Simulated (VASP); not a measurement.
# SnSe2 (P-3m1) in VASP: further runs

Runs on SnSe2. Level: PBEsol. Tasks: single point.

All numbers are computed with VASP 6.6.1; they aren't measurements. Logs are shortened: lines on timing, memory, paths and dates and some standing lists are left out, and cuts for length are marked.

### 1 The cell of the first run

The structure is trigonal, space group P-3m1 (No. 164). The conventional cell has a = 3.970 Å, b = 3.970 Å, c = 5.749 Å, α = 90.00°, β = 90.00°, γ = 120.00°. Sn (site symmetry -3m) has 6 Se at 2.76 Å within 3.6 Å. Within 3.6 Å of Se (site symmetry 3m) lie 3 Sn at 2.76 Å and 3 Se at 3.52 Å.

### 2 Single point, PBEsol (biaxial strain in the a-b plane: +4.0 %, then relaxed in part)

INCAR reads:

```
SYSTEM = SnSe2
ALGO = Normal
EDIFF = 1E-7
ENCUT = 520
GGA = PS
ISIF = 2
ISMEAR = 0
LASPH = .True.
LCHARG = .False.
LREAL = .False.
LWAVE = .False.
NBANDS = 20
NELM = 100
PREC = Accurate
SIGMA = 0.02
```

KPOINTS reads:

```
k-points
0
Gamma
  12 12 6
  0 0 0
```

POSCAR reads:

```
SnSe2
1.0
    3.9701466885      0.0000000000      0.0000000000
   -1.9850733443      3.4382478890      0.0000000000
    0.0000000000      0.0000000000      5.7494585157
Sn Se
1 2
Direct
    0.0000000000      0.0000000000      0.0000000000
    0.6666666667      0.3333333333      0.7327602496
    0.3333333333      0.6666666667      0.2672397504
```

Potentials or basis: VASP PAW PBE potentials, release 64 (Sn_d, Se).

On the command line:

```sh
$ cat potpaw_PBE.64/Sn_d/POTCAR potpaw_PBE.64/Se/POTCAR > POTCAR
$ mpirun -np 1 vasp_std > vasp.out
```

OUTCAR:

```text
SYSTEM = SnSe2
   EDIFF = 1E-7
   ENCUT = 520
   GGA = PS
   ISIF = 2
   ISMEAR = 0
   LASPH = .True.
   LREAL = .False.
   NELM = 100
   PREC = Accurate

 ion  position               nearest neighbor table
   1  0.000  0.000  0.000-   2 2.76   3 2.76   2 2.76   3 2.76   2 2.76   3 2.76
   2  0.667  0.333  0.733-   1 2.76   1 2.76   1 2.76
   3  0.333  0.667  0.267-   1 2.76   1 2.76   1 2.76

  LATTYP: Found a hexagonal cell.
 ALAT       =     3.9701466885
 C/A-ratio  =     1.4481728175

  Lattice vectors:

 A1 = (   3.9701466885,   0.0000000000,   0.0000000000)
 A2 = (  -1.9850733443,   3.4382478890,   0.0000000000)
 A3 = (   0.0000000000,   0.0000000000,   5.7494585157)

Analysis of symmetry for initial positions (statically):
=====================================================================
 Subroutine PRICEL returns:
 Original cell was already a primitive cell.

 Routine SETGRP: Setting up the symmetry group for a
 hexagonal supercell.

 Subroutine GETGRP returns: Found 12 space group operations
 (whereof 12 operations were pure point group operations)
 out of a pool of 24 trial point group operations.

The static configuration has the point symmetry D_3d.

Analysis of symmetry for dynamics (positions and initial velocities):
=====================================================================
 Subroutine PRICEL returns:
 Original cell was already a primitive cell.

 Routine SETGRP: Setting up the symmetry group for a
 hexagonal supercell.

 Subroutine GETGRP returns: Found 12 space group operations
 (whereof 12 operations were pure point group operations)
 out of a pool of 24 trial point group operations.

The dynamic configuration has the point symmetry D_3d.

 Subroutine INISYM returns: Found 12 space group operations
 (whereof 12 operations are pure point group operations),
 and found     1 'primitive' translations

----------------------------------------------------------------------------------------

                                     Primitive cell

  volume of cell :      78.4821

  direct lattice vectors                    reciprocal lattice vectors
     3.970146688  0.000000000  0.000000000     0.251879862  0.145422906  0.000000000
[... 78 lines left out ...]
 SYSTEM =  SnSe2
   PREC   = accura    normal or accurate (medium, high low for compatibility)
   ISTART =      0    job   : 0-new  1-cont  2-samecut
   ICHARG =      2    charge: 1-file 2-atom 10-const
   ISPIN  =      1    spin polarized calculation?
   LNONCOLLINEAR =      F non collinear calculations
   LSORBIT =      F    spin-orbit coupling
   LASPH  =      T    aspherical Exc in radial PAW
   ENCUT  =  520.0 eV  38.22 Ry    6.18 a.u.   7.38  7.38 10.69*2*pi/ulx,y,z
   NELM   =    100;   NELMIN=  2; NELMDL= -5     # of ELM steps
   EDIFF  = 0.1E-06   stopping-criterion for ELM
   LREAL  =      F    real-space projection
   EDIFFG = 0.1E-05   stopping-criterion for IOM
   NSW    =      0    number of steps for IOM
   IBRION =     -1    ionic relax: 0-MD 1-quasi-New 2-CG
   NFREE  =      0    steps in history (QN), initial steepest desc. (CG)
   ISIF   =      2    stress and relaxation
   ISYM   =      2    0-nonsym 1-usesym 2-fastsym
   POTIM  = 0.5000    time-step for ionic-motion
   TEBEG  =    0.0;   TEEND  =   0.0 temperature during run
   PSTRESS=    0.0 pullay stress
   NELECT =      26.0000    total number of electrons
   NUPDOWN=      -1.0000    fix difference up-down
   EMIN   =  10.00;   EMAX   =-10.00  energy-range for DOS
   EFERMI =   0.00;   METHOD = LEGACY
   ISMEAR =     0;   SIGMA  =   0.02  broadening in eV -4-tet -1-fermi 0-gaus
   EFERMI_NEDOS =   21; number of points for ismear=-14 and -15
   IALGO  =     38    algorithm
   IMIX   =      4    mixing-type and parameters
     AMIX     =   0.40;   BMIX     =  1.00
     AMIX_MAG =   1.60;   BMIX_MAG =  1.00
  volume/ion in A,a.u.               =      26.16       176.54
  Fermi-wavevector in a.u.,A,eV,Ry     =   1.132772  2.140628 17.458611  1.283172
  Thomas-Fermi vector in A             =   2.269473
   LORBIT       =      0    0 simple, 1 ext, 2 COOP (PROOUT), +10 PAW based schemes
   GGA     = PS    functional components
   LHFCALC =     F    Hartree Fock is set to
   AEXX    =    0.0000 exact exchange contribution
   IVDW    =     0    specifies the selected vdW correction
   LEPSILON=     F    determine dielectric tensor
   LRPA    =     F    only Hartree local field effects (RPA)
 non-spin polarized calculation
 Gauss-broadening in eV      SIGMA  =   0.02
  energy-cutoff  :      520.00
  volume of cell :       78.48
 maximum number of plane-waves:      2140
 NGX is ok and might be reduce to    30
   NGX = 15   NGY = 15   NGZ = 21

 number of electron      26.0000009 magnetization

 Free energy of the ion-electron system (eV)
  ---------------------------------------------------
  ext. energy  EPLUGINS =         0.00000000
  ---------------------------------------------------
  free energy    TOTEN  =       -12.91194985 eV

  energy without entropy =      -12.91179302  energy(sigma->0) =      -12.91187144

 E-fermi :   4.3965     XC(G=0):  -9.6587

 val. band max:        4.3900175509   @ k =   0.0833   0.0000   0.0000
 cond. band min:       4.4070013753   @ k =   0.0000   0.4167   0.3333
 fundamental gap:      0.0169838244
 Fermi energy:         4.3964855813

 k-point     1 :       0.0000    0.0000    0.0000
  band No.  band energies     occupation
      1     -17.1818      2.00000
      2     -17.1818      2.00000
      3     -17.1644      2.00000
      4     -17.1486      2.00000
      5     -17.1486      2.00000
      6      -9.6866      2.00000
[... 541 lines left out ...]
     19      11.8306      0.00000
     20      12.3272      0.00000

 [... further k-points ...]
[... 5 lines left out ...]
  --------------------------------------------------------------------------------------
  -------------------------------------------------------------------------------------
  Total       -1.6804959     -1.6804959      0.0278513      0.0000000      0.0000000     -0.0000000
  in kB      -34.3065738    -34.3065738      0.5685718      0.0000000      0.0000000     -0.0000000
  external PRESSURE =     -22.6815252 kB  Pullay stress =       0.0000000 kB

 VOLUME and BASIS-vectors are now :
 -----------------------------------------------------------------------------
  energy-cutoff  :      520.00
  volume of cell :       78.48
      direct lattice vectors                 reciprocal lattice vectors
     3.970146688  0.000000000  0.000000000     0.251879862  0.145422906  0.000000000
    -1.985073344  3.438247889  0.000000000     0.000000000  0.290845812  0.000000000
     0.000000000  0.000000000  5.749458516     0.000000000  0.000000000  0.173929423

 POSITION                                       TOTAL-FORCE (eV/Angst)
 -----------------------------------------------------------------------------------
      0.00000      0.00000      0.00000        -0.000000      0.000000      0.000000
      1.98507      1.14608      4.21297         0.000000     -0.000000     -0.015313
     -0.00000      2.29217      1.53648        -0.000000      0.000000      0.015313
 -----------------------------------------------------------------------------------
    total drift:                                0.000000     -0.000000      0.000000

  FREE ENERGIE OF THE ION-ELECTRON SYSTEM (eV)
  ---------------------------------------------------
  free  energy   TOTEN  =       -12.9119498529 eV

  energy  without entropy=      -12.9117930219  energy(sigma->0) =      -12.91187144
```

OSZICAR:

```text
N       E                     dE             d eps       ncg     rms          rms(c)
DAV:   1     0.201671994274E+03    0.20167E+03   -0.12112E+04  4104   0.146E+03
DAV:   2     0.103837173955E+02   -0.19129E+03   -0.18394E+03  4244   0.384E+02
DAV:   3    -0.123652285971E+02   -0.22749E+02   -0.22195E+02  4948   0.113E+02
DAV:   4    -0.131576488879E+02   -0.79242E+00   -0.79100E+00  4596   0.221E+01
DAV:   5    -0.131768822177E+02   -0.19233E-01   -0.19232E-01  5596   0.368E+00    0.463E+00
DAV:   6    -0.129333008628E+02    0.24358E+00   -0.50676E-01  5704   0.739E+00    0.295E+00
DAV:   7    -0.129137524419E+02    0.19548E-01   -0.12776E-01  4700   0.225E+00    0.964E-01
DAV:   8    -0.129118485078E+02    0.19039E-02   -0.10195E-02  4976   0.938E-01    0.245E-01
DAV:   9    -0.129119370647E+02   -0.88557E-04   -0.11939E-03  4632   0.279E-01    0.756E-02
DAV:  10    -0.129119363309E+02    0.73379E-06   -0.11974E-04  4728   0.733E-02    0.264E-02
DAV:  11    -0.129119492590E+02   -0.12928E-04   -0.18851E-05  4520   0.267E-02    0.569E-03
DAV:  12    -0.129119495639E+02   -0.30488E-06   -0.26864E-06  4956   0.104E-02    0.490E-03
DAV:  13    -0.129119498002E+02   -0.23635E-06   -0.83651E-07  4468   0.671E-03    0.164E-03
DAV:  14    -0.129119498529E+02   -0.52714E-07   -0.31621E-08  3012   0.118E-03
   1 F= -.12911950E+02 E0= -.12911871E+02  d E =-.156831E-03
```

stdout:

```text
POSCAR found type information on POSCAR SnSe
 POSCAR found :  2 types and       3 ions
 scaLAPACK will be used
 -----------------------------------------------------------------------------
|                                                                             |
|                                                                             |
|     You enforced a specific xc type in the INCAR file but a different       |
|     I HOPE YOU KNOW WHAT YOU ARE DOING!                                     |
|                                                                             |
 -----------------------------------------------------------------------------

 LDA part: xc-table for (Slater+PW92), standard interpolation
 POSCAR, INCAR and KPOINTS ok, starting setup
 FFT: planning ... GRIDC
 FFT: planning ... GRID_SOFT
 FFT: planning ... GRID
 WAVECAR not read
 entering main loop
```

Wall time 2.9 min (1 thread of Intel Xeon Platinum 8259CL at 2.50GHz (Skylake/Cascade Lake), shared host); peak memory 0.3 GiB.

Results:

```yaml
Free_energy: -12.9119 eV
Pressure: -2.3 GPa
Largest_force: 0.015 eV/Å
Band_gap_on_the_k_mesh: zero (band 13 reaches 4.39 eV, above the bottom of band 14 at 4.34 eV)
```

Forces in eV/Å, atoms in the order of the input:
```
Sn   0.000  0.000  0.000
Se   0.000  0.000 -0.015
Se   0.000  0.000  0.015
```

Levels at points of the mesh, in eV from the Fermi level:
| k point | band 10 | band 11 | band 12 | band 13 | band 14 | band 15 | band 16 | band 17 |
| --- | --- | --- | --- | --- | --- | --- | --- | --- |
| (0.00, 0.00, 0.00) | -1.27 | -1.16 | -1.16 | -0.14 | -0.05 | 2.14 | 3.88 | 3.88 |
| (0.50, 0.00, 0.00) | -3.38 | -3.20 | -1.90 | -0.67 | 0.72 | 3.00 | 4.41 | 4.62 |
| (0.00, 0.00, 0.50) | -1.47 | -1.47 | -0.82 | -0.82 | 1.64 | 1.97 | 3.35 | 3.35 |
| (0.50, 0.00, 0.50) | -2.82 | -2.08 | -1.47 | -1.47 | 0.55 | 3.66 | 4.36 | 5.67 |

Caveat: the cell differs from its parent crystal (biaxial strain in the a-b plane: +4.0 %, then relaxed in part); the PAW data sets were made with another functional, which shifts forces and pressure a little; spin-orbit coupling is left out, which moves the levels of the heavy elements.

[end of part 1 of 2]
